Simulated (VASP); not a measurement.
A run of VASP 6.6.1:

Contents of INCAR:

```
PREC = Accurate
ENCUT = 520
EDIFF = 1E-6
ISMEAR = 0
SIGMA = 0.1
LREAL = F
LASPH = T
NELM = 60
ALGO = Normal
ISIF = 2
LWAVE = F
LCHARG = T
GGA = PE
LELF = T
LVHAR = T
NBANDS = 24
```

KPOINTS

```
Automatic mesh
0
Gamma
  4 4 4
```

File POSCAR:

```
HfPdSe2
1.0
    4.0259567700      0.0000000000      0.0000000000
    0.0000000000      4.0259567700      0.0000000000
    0.0000000000      0.0000000000      6.8727889300
Hf Pd Se
1 1 2
Direct
    0.5000000000      0.5000000000      0.5000000000
    0.5000000000      0.5000000000      0.0000000000
    0.0000000000      0.0000000000      0.5000000000
    0.0000000000      0.0000000000      0.0000000000
```

Potentials or basis: VASP PAW PBE potentials, release 64 (Hf_pv, Pd, Se).

Run with:

```sh
$ cat potpaw_PBE.64/Hf_pv/POTCAR potpaw_PBE.64/Pd/POTCAR potpaw_PBE.64/Se/POTCAR > POTCAR
$ mpirun -np 1 vasp_std > vasp.out
```

Hardware: 1 thread of Intel(R) Xeon(R) Platinum 8488C (Sapphire Rapids), on a shared host.

Task: How long does it take, and how much memory?

Result: It took 94 s on 1 thread of Intel(R) Xeon(R) Platinum 8488C (Sapphire Rapids) (shared host), peak memory 0.23 GiB. Counts: scf iterations 17, k points 18.
